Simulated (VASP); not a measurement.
Set up this calculation in VASP 6.6.1, as the native input.

| Property | Result |
| --- | --- |
| Task | single point |
| Functional | PBEsol |
| Dispersion | D3(BJ) |
| Potentials or basis | VASP PAW PBE potentials, release 64 (S, Pt) |
| Cutoff | 400 eV |
| k mesh | 12 × 12 × 1 |
| Occupations | gaussian, width 0.05 eV |
| Spin | no spin polarisation |
| Dipole correction | yes |
| Further INCAR settings | ALGO = Normal; EDIFF = 1e-06; NBANDS = 25; NELMDL = -8 |

The structure of PtS4 lies in POSCAR:

```
PtS4
1.0
    3.5713268724      0.0000000000      0.0000000000
   -1.7856634362      3.0928597967      0.0000000000
    0.0000000000      0.0000000000     22.1433901852
S Pt
4 1
Direct
    0.3333333333      0.6666666667      0.3706502415
    0.6666666667      0.3333333333      0.4403022425
    0.3333333333      0.6666666667      0.5596977791
    0.6666666667      0.3333333333      0.6293497165
    0.0000000000      0.0000000000      0.5000000205
```

The input as run:

INCAR

```
ALGO = Normal ; DIPOL = 0.5 0.5 0.500
EDIFF = 1E-6 ; ENCUT = 400
GGA = PS ; GGA_COMPAT = False
IDIPOL = 3 ; ISIF = 2
ISMEAR = 0 ; IVDW = 12
LASPH = True ; LCHARG = False
LDIPOL = True ; LREAL = False
LWAVE = False ; NBANDS = 25
NELM = 120 ; NELMDL = -8
PREC = Accurate ; SIGMA = 0.05
```

KPOINTS

```
k-points
0
Gamma
  12 12 1
```

Potentials or basis: VASP PAW PBE potentials, release 64 (S, Pt).

Run with:

```bash
$ cat potpaw_PBE.64/S/POTCAR potpaw_PBE.64/Pt/POTCAR > POTCAR
$ mpirun -np 1 vasp_std > vasp.out
```

It gave:

The largest force is 0.069 eV/Å and the band gap on the k mesh is zero (bands 17 and 18 overlap by 0.45 eV). The dispersion energy per atom is -0.248 eV.

Caveat: the PAW data sets were made with another functional, which shifts forces and pressure a little; spin-orbit coupling is left out, which moves the levels of the heavy elements.

Run time: 3.9 min on 1 thread of Intel Xeon 8259CL, on a shared host, peak memory 0.3 GiB.
